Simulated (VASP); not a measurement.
Crystal: HfO2.

```
Hf O
1.0
     5.55640    0.00000    0.00000
     0.00000    3.33360    0.00000
     0.00000    0.00000    6.50500
Hf O
4 8
Cartesian
  4.1600 2.5002 3.9542
  1.3964 0.8334 2.5508
  1.3818 2.5002 5.8033
  4.1746 0.8334 0.7017
  3.5533 0.8334 2.7542
  2.0031 2.5002 3.7508
  0.7751 0.8334 0.4983
  4.7813 2.5002 6.0067
  2.8937 0.8334 5.4736
  2.6627 2.5002 1.0313
  0.1155 0.8334 4.2838
  5.4409 2.5002 2.2212
```

Base run:

- Program: VASP 6.6.1
- Functional: PBEsol
- Potentials or basis: VASP PAW PBE potentials, release 64 (Hf_pv, O)
- Cutoff: 520 eV
- k mesh: 5 × 8 × 4
- Occupations: fermi-dirac, width 0.05 eV
- Spin: no spin polarisation

Its results: band gap on the k mesh 3.30 eV; pressure -9.3 GPa; largest force 0.086 eV/Å.

Problem. The run is repeated on the same cell with these changes: functional from PBEsol to RPBE; further incar settings from ALGO = Normal; EDIFF = 1e-07; NBANDS = 56 to ALGO = Normal; EDIFF = 1e-06; NBANDS = 56. What comes out?

Solution. Band gap on the k mesh 3.46 eV; pressure 5.1 GPa; largest force 0.030 eV/Å.

Caveats: the PAW data sets were made with another functional, which shifts forces and pressure a little; spin-orbit coupling is left out, which moves the levels of the heavy elements; an odd mesh through Γ misses points on the zone boundary, where band edges can lie; the cell stands under tension (at least some runs); the cell stands under pressure (at least some runs).
